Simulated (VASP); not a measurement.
Set up this calculation in VASP 6.6.1, as the native input.

```yaml
Task: single point
Functional: r2SCAN
Potentials_or_basis: VASP PAW PBE potentials, release 64 (Mo_sv)
Cutoff: 550 eV
k_mesh: 14 × 14 × 13
Occupations: fermi-dirac, width 0.1 eV
Spin: no spin polarisation
Dipole_correction: no
Further_INCAR_settings: ALGO = Normal; EDIFF = 1e-06; NBANDS = 13
```

The system is Mo.

```xyz
1
Lattice="2.7355 -0.0068 -0.0068 -1.3737 2.3724 -0.0025 -0.0064 -0.0064 2.5552" Properties=species:S:1:pos:R:3 pbc="T T T"
Mo   -0.0032   -0.0032    1.2776
```

This isn't the form of Mo at room conditions, which is bcc.

One way to write it, as run:

POSCAR

```
Mo
1.0
    2.7355100000     -0.0068387750     -0.0068387750
   -1.3736775525      2.3724403875     -0.0025031650
   -0.0063879525     -0.0063879525      2.5551810000
Mo
1
Direct
    0.0000000000      0.0000000000      0.5000000000
```

INCAR.step1

```
PREC     = Accurate       # precision mode
ENCUT    = 550            # plane-wave cutoff, eV
ISMEAR   = -1             # smearing method
SIGMA    = 0.1            # smearing width, eV
LREAL    = F              # projectors in reciprocal space
LASPH    = T              # aspherical terms in the spheres
NELM     = 120            # most SCF steps
NBANDS   = 13             # bands
GGA      = PE             # functional
ALGO     = Normal         # electronic algorithm
EDIFF    = 1E-5           # SCF threshold, eV
LWAVE    = T              # write WAVECAR
LCHARG   = F              # write CHGCAR
GGA_COMPAT= F
```

INCAR.step2

```
PREC     = Accurate       # precision mode
ENCUT    = 550            # plane-wave cutoff, eV
EDIFF    = 1E-6           # SCF threshold, eV
ISMEAR   = -1             # smearing method
SIGMA    = 0.1            # smearing width, eV
LREAL    = F              # projectors in reciprocal space
LASPH    = T              # aspherical terms in the spheres
NELM     = 120            # most SCF steps
ALGO     = Normal         # electronic algorithm
ISIF     = 2              # what is computed and relaxed
LWAVE    = F              # write WAVECAR
LCHARG   = T              # write CHGCAR
METAGGA  = R2SCAN         # meta-GGA
LMIXTAU  = T            
LELF     = T              # ELF
LVHAR    = T            
NBANDS   = 13             # bands
ISTART   = 1            
GGA_COMPAT= F
```

KPOINTS

```
regular mesh
0
Gamma
  14 14 13
```

Potentials or basis: VASP PAW PBE potentials, release 64 (Mo_sv).

Launch:

```sh
$ cat potpaw_PBE.64/Mo_sv/POTCAR > POTCAR
$ cp INCAR.step1 INCAR
$ mpirun -np 1 vasp_std > vasp.out
$ cp INCAR.step2 INCAR
$ mpirun -np 1 vasp_std > vasp.out
```

Results of the run:

```yaml
Pressure: 1.9 GPa
Band_gap_on_the_k_mesh: zero (bands 7 and 8 overlap by 1.89 eV)
```

Caveat: the PAW data sets were made with another functional, which shifts forces and pressure a little.

It took 27 min on 1 thread of Oxide Virtual Turin-like Processor, on a shared host, peak memory 0.34 GiB.
